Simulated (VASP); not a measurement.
# TiTe2 (P-3m1) in VASP: further runs

TiTe2 is run at these levels: PBE+D3(BJ); tasks: single point, relaxation of cell and atoms.

All numbers are computed with VASP 6.6.1; they aren't measurements. Logs are shortened: lines on timing, memory, paths and dates and some standing lists are left out, and cuts for length are marked.

### Step 1. The cell of the first run

The structure is trigonal, space group P-3m1 (No. 164). Conventional cell: a = 3.651 Å, b = 3.651 Å, c = 6.275 Å, α = 90.00°, β = 90.00°, γ = 120.00°. Ti (site symmetry -3m) has 6 Te at 2.73 Å and 6 Ti at 3.65 Å within 3.7 Å. Within 3.7 Å of Te (site symmetry 3m) lie 3 Ti at 2.73 Å and 9 Te at 3.51 to 3.65 Å.

### Step 2. Single point, PBE+D3(BJ)

INCAR

```
ALGO = Normal
EDIFF = 1E-6
ENCUT = 520
GGA = PE
ISIF = 2
ISMEAR = 0
IVDW = 12
LASPH = T
LCHARG = T
LELF = T
LREAL = F
LVHAR = T
LWAVE = F
NBANDS = 19
NELM = 60
PREC = Accurate
SIGMA = 0.03
```

KPOINTS

```
k-points
0
Gamma
  12 12 8
```

POSCAR

```
TiTe2
1.0
    3.6509658691      0.0000000000      0.0000000000
   -1.8254829345      3.1618291910      0.0000000000
    0.0000000000      0.0000000000      6.2745620502
Ti Te
1 2
Direct
    0.0000000000      0.0000000000      0.0000000000
    0.3333333333      0.6666666667      0.2764628159
    0.6666666667      0.3333333333      0.7235371841
```

Potentials or basis: VASP PAW PBE potentials, release 64 (Ti_sv, Te).

On the command line:

```sh
$ cat potpaw_PBE.64/Ti_sv/POTCAR potpaw_PBE.64/Te/POTCAR > POTCAR
$ mpirun -np 1 vasp_std > vasp.out
```

OUTCAR:

```text
EDIFF = 1E-6
   ENCUT = 520
   GGA = PE
   ISIF = 2
   ISMEAR = 0
   IVDW = 12
   LASPH = T
   LREAL = F
   NELM = 60
   PREC = Accurate
 IVDW          = 12

 ion  position               nearest neighbor table
   1  0.000  0.000  0.000-   2 2.73   3 2.73   2 2.73   3 2.73   3 2.73   2 2.73
   2  0.333  0.667  0.276-   1 2.73   1 2.73   1 2.73   3 3.51   3 3.51   3 3.51
   3  0.667  0.333  0.724-   1 2.73   1 2.73   1 2.73   2 3.51   2 3.51   2 3.51

  LATTYP: Found a hexagonal cell.
 ALAT       =     3.6509658691
 C/A-ratio  =     1.7186033163

  Lattice vectors:

 A1 = (   3.6509658691,   0.0000000000,   0.0000000000)
 A2 = (  -1.8254829345,   3.1618291910,   0.0000000000)
 A3 = (   0.0000000000,   0.0000000000,   6.2745620502)

Analysis of symmetry for initial positions (statically):
=====================================================================
 Subroutine PRICEL returns:
 Original cell was already a primitive cell.

 Routine SETGRP: Setting up the symmetry group for a
 hexagonal supercell.

 Subroutine GETGRP returns: Found 12 space group operations
 (whereof 12 operations were pure point group operations)
 out of a pool of 24 trial point group operations.

The static configuration has the point symmetry D_3d.

Analysis of symmetry for dynamics (positions and initial velocities):
=====================================================================
 Subroutine PRICEL returns:
 Original cell was already a primitive cell.

 Routine SETGRP: Setting up the symmetry group for a
 hexagonal supercell.

 Subroutine GETGRP returns: Found 12 space group operations
 (whereof 12 operations were pure point group operations)
 out of a pool of 24 trial point group operations.

The dynamic configuration has the point symmetry D_3d.

 Subroutine INISYM returns: Found 12 space group operations
 (whereof 12 operations are pure point group operations),
 and found     1 'primitive' translations

----------------------------------------------------------------------------------------

                                     Primitive cell

  volume of cell :      72.4319

  direct lattice vectors                    reciprocal lattice vectors
     3.650965869  0.000000000  0.000000000     0.273900123  0.158136310  0.000000000
[... 84 lines left out ...]
   LSORBIT =      F    spin-orbit coupling
   LASPH  =      T    aspherical Exc in radial PAW
   ENCUT  =  520.0 eV  38.22 Ry    6.18 a.u.   6.79  6.79 11.67*2*pi/ulx,y,z
   NELM   =     60;   NELMIN=  2; NELMDL= -5     # of ELM steps
   EDIFF  = 0.1E-05   stopping-criterion for ELM
   LREAL  =      F    real-space projection
   EDIFFG = 0.1E-04   stopping-criterion for IOM
   NSW    =      0    number of steps for IOM
   IBRION =     -1    ionic relax: 0-MD 1-quasi-New 2-CG
   NFREE  =      0    steps in history (QN), initial steepest desc. (CG)
   ISIF   =      2    stress and relaxation
   ISYM   =      2    0-nonsym 1-usesym 2-fastsym
   POTIM  = 0.5000    time-step for ionic-motion
   TEBEG  =    0.0;   TEEND  =   0.0 temperature during run
   PSTRESS=    0.0 pullay stress
   NELECT =      24.0000    total number of electrons
   NUPDOWN=      -1.0000    fix difference up-down
   EMIN   =  10.00;   EMAX   =-10.00  energy-range for DOS
   EFERMI =   0.00;   METHOD = LEGACY
   ISMEAR =     0;   SIGMA  =   0.03  broadening in eV -4-tet -1-fermi 0-gaus
   EFERMI_NEDOS =   21; number of points for ismear=-14 and -15
   IALGO  =     38    algorithm
   IMIX   =      4    mixing-type and parameters
     AMIX     =   0.40;   BMIX     =  1.00
     AMIX_MAG =   1.60;   BMIX_MAG =  1.00
  volume/ion in A,a.u.               =      24.14       162.93
  Fermi-wavevector in a.u.,A,eV,Ry     =   1.132840  2.140758 17.460728  1.283327
  Thomas-Fermi vector in A             =   2.269542
   LORBIT       =      0    0 simple, 1 ext, 2 COOP (PROOUT), +10 PAW based schemes
   GGA     = PE    functional components
   LHFCALC =     F    Hartree Fock is set to
   AEXX    =    0.0000 exact exchange contribution
   IVDW    =    12    specifies the selected vdW correction
   LEPSILON=     F    determine dielectric tensor
   LRPA    =     F    only Hartree local field effects (RPA)
 non-spin polarized calculation
 Gauss-broadening in eV      SIGMA  =   0.03
  energy-cutoff  :      520.00
  volume of cell :       72.43
 maximum number of plane-waves:      1968
   NGX = 13   NGY = 13   NGZ = 23

 number of electron      24.0000003 magnetization

 Free energy of the ion-electron system (eV)
  ---------------------------------------------------
  ext. energy  EPLUGINS =         0.00000000
  ---------------------------------------------------
  free energy    TOTEN  =       -16.06190999 eV

  energy without entropy =      -16.06151776  energy(sigma->0) =      -16.06171388

 E-fermi :   8.1586     XC(G=0): -10.3847

 val. band max:        8.1543354013   @ k =   0.4167   0.0000   0.1250
 cond. band min:       8.1672613408   @ k =   0.0833   0.0000   0.2500
 fundamental gap:      0.0129259395
 Fermi energy:         8.1585566198

 k-point     1 :       0.0000    0.0000    0.0000
  band No.  band energies     occupation
      1     -49.1302      2.00000
      2     -25.4012      2.00000
      3     -25.4012      2.00000
      4     -25.3710      2.00000
      5      -4.8941      2.00000
      6      -2.9918      2.00000
[... 505 lines left out ...]
      6      -2.8998      2.00000
[... 11 lines left out ...]
     18      14.1679      0.00000
     19      15.1117      0.00000

 [... further k-points ...]

------------------------ aborting loop because EDIFF is reached ----------------------------------------

 Edisp (eV)   -1.63564

 E8    (eV) :    -0.7571

  FORCE on cell =-STRESS in cart. coord.  units (eV):
  Direction    XX          YY          ZZ          XY          YZ          ZX
  --------------------------------------------------------------------------------------
  -------------------------------------------------------------------------------------
  Total       0.86054     0.86054     0.86747     0.00000     0.00000     0.00000
  in kB      19.03505    19.03505    19.18816     0.00000     0.00000     0.00000
  external pressure =       19.09 kB  Pullay stress =        0.00 kB

 VOLUME and BASIS-vectors are now :
 -----------------------------------------------------------------------------
  energy-cutoff  :      520.00
  volume of cell :       72.43
      direct lattice vectors                 reciprocal lattice vectors
     3.650965869  0.000000000  0.000000000     0.273900123  0.158136310  0.000000000
    -1.825482935  3.161829191  0.000000000     0.000000000  0.316272619  0.000000000
     0.000000000  0.000000000  6.274562050     0.000000000  0.000000000  0.159373673

 POSITION                                       TOTAL-FORCE (eV/Angst)
 -----------------------------------------------------------------------------------
      0.00000      0.00000      0.00000        -0.000000      0.000000      0.000000
     -0.00000      2.10789      1.73468         0.000000     -0.000000      0.013039
      1.82548      1.05394      4.53988        -0.000000      0.000000     -0.013039
 -----------------------------------------------------------------------------------
    total drift:                               -0.000000     -0.000000      0.000000

  FREE ENERGIE OF THE ION-ELECTRON SYSTEM (eV)
  ---------------------------------------------------
  free  energy   TOTEN  =       -17.6975528923 eV

  energy  without entropy=      -17.6971606590  energy(sigma->0) =      -17.69735678
```

OSZICAR:

```text
N       E                     dE             d eps       ncg     rms          rms(c)
DAV:   1     0.181529185458E+03    0.18153E+03   -0.10819E+04  4978   0.119E+03
DAV:   2    -0.174954102530E+01   -0.18328E+03   -0.17835E+03  5232   0.305E+02
DAV:   3    -0.172907228467E+02   -0.15541E+02   -0.15150E+02  7363   0.833E+01
DAV:   4    -0.178706519428E+02   -0.57993E+00   -0.57614E+00  6388   0.148E+01
DAV:   5    -0.178894799077E+02   -0.18828E-01   -0.18821E-01  7155   0.270E+00    0.127E+01
DAV:   6    -0.178372577626E+02    0.52222E-01   -0.29523E+01  5670   0.352E+01    0.117E+01
DAV:   7    -0.162479365609E+02    0.15893E+01   -0.21298E+01  6203   0.276E+01    0.508E+00
DAV:   8    -0.160590975576E+02    0.18884E+00   -0.13017E+00  5977   0.812E+00    0.161E+00
DAV:   9    -0.160687824848E+02   -0.96849E-02   -0.77541E-02  6784   0.176E+00    0.117E+00
DAV:  10    -0.160624990404E+02    0.62834E-02   -0.85196E-02  5880   0.213E+00    0.534E-01
DAV:  11    -0.160623206999E+02    0.17834E-03   -0.12971E-02  5829   0.849E-01    0.285E-01
DAV:  12    -0.160619450206E+02    0.37568E-03   -0.35910E-03  6006   0.406E-01    0.122E-01
DAV:  13    -0.160619106237E+02    0.34397E-04   -0.17091E-04  5799   0.109E-01    0.323E-02
DAV:  14    -0.160619099931E+02    0.63061E-06   -0.92072E-06  5992   0.209E-02
   1 F= -.17697553E+02 E0= -.17697357E+02  d E =-.392233E-03
```

Run time: 3.5 min. Hardware: 1 thread of Intel Xeon 8259CL, shared host; peak memory 0.32 GiB.

What came out:

| Item | Value |
| --- | --- |
| Free energy | -17.6976 eV |
| Pressure | 1.9 GPa |
| Largest force | 0.013 eV/Å |
| Band gap on the k mesh | zero (bands 12 and 13 overlap by 0.89 eV) |
| Dispersion energy per atom | -0.545 eV |

Forces in eV/Å, atoms in the order of the input:
```
Ti   0.000  0.000  0.000
Te   0.000  0.000  0.013
Te   0.000  0.000 -0.013
```

Caveat: spin-orbit coupling is left out, which moves the levels of the heavy elements.

### Step 3. Single point, PBE+D3(BJ)

This run uses another cell than the first one, of 25.19 Å³/atom.

INCAR

```
PREC     = Accurate       # precision mode
ENCUT    = 520            # plane-wave cutoff, eV
EDIFF    = 1E-6           # SCF threshold, eV
ISMEAR   = 0              # smearing method
SIGMA    = 0.03           # smearing width, eV
LREAL    = F              # projectors in reciprocal space
LASPH    = T              # aspherical terms in the spheres
NELM     = 80             # most SCF steps
ALGO     = Normal         # electronic algorithm
ISIF     = 2              # what is computed and relaxed
LWAVE    = F              # write WAVECAR
LCHARG   = F              # write CHGCAR
GGA      = PE             # functional
IVDW     = 12             # dispersion correction
NBANDS   = 19             # bands
```

KPOINTS

```
regular mesh
0
Gamma
  12 12 8
```

POSCAR

```
TiTe2
1.0
    3.6959305353      0.0000000000      0.0000000000
   -1.8479652676      3.2007697342      0.0000000000
    0.0000000000      0.0000000000      6.3879619630
Ti Te
1 2
Direct
    0.0000000000      0.0000000000      0.0000000000
    0.3333333333      0.6666666667      0.2711012369
    0.6666666667      0.3333333333      0.7288987631
```

Potentials or basis: VASP PAW PBE potentials, release 64 (Ti_sv, Te).

On the command line:

```sh
$ cat potpaw_PBE.64/Ti_sv/POTCAR potpaw_PBE.64/Te/POTCAR > POTCAR
$ mpirun -np 1 vasp_std > vasp.out
```

Run time: 4.6 min. Hardware: 1 thread of Intel Xeon 8259CL, shared host; peak memory 0.33 GiB.

The run converged. Its results:

```yaml
Free_energy: -17.7151 eV
Pressure: 0.0 GPa
Largest_force: 0.012 eV/Å
Band_gap_on_the_k_mesh: zero (bands 12 and 13 overlap by 0.84 eV)
Dispersion_energy_per_atom: -0.522 eV
```

Forces in eV/Å, atoms in the order of the input:
```
Ti   0.000  0.000  0.000
Te   0.000  0.000  0.012
Te   0.000  0.000 -0.012
```

Levels at points of the mesh, in eV from the Fermi level:
| k point | band 8 | band 9 | band 10 | band 11 | band 12 | band 13 | band 14 | band 15 | band 16 | band 17 |
| --- | --- | --- | --- | --- | --- | --- | --- | --- | --- | --- |
| (0.00, 0.00, 0.00) | -1.61 | -1.61 | 0.24 | 0.44 | 0.44 | 0.69 | 1.28 | 1.28 | 3.09 | 3.09 |
| (0.50, 0.00, 0.00) | -3.94 | -2.94 | -2.53 | -1.73 | -1.17 | -0.05 | 1.27 | 1.63 | 2.41 | 3.51 |
| (0.00, 0.00, 0.50) | -3.03 | -1.52 | -1.52 | 0.43 | 0.43 | 0.85 | 0.85 | 1.08 | 3.66 | 3.66 |
| (0.50, 0.00, 0.50) | -4.93 | -2.59 | -2.09 | -0.94 | -0.46 | -0.40 | 1.27 | 1.62 | 2.58 | 3.69 |

Caveat: spin-orbit coupling is left out, which moves the levels of the heavy elements.

(Part 1 of 2 ends here.)
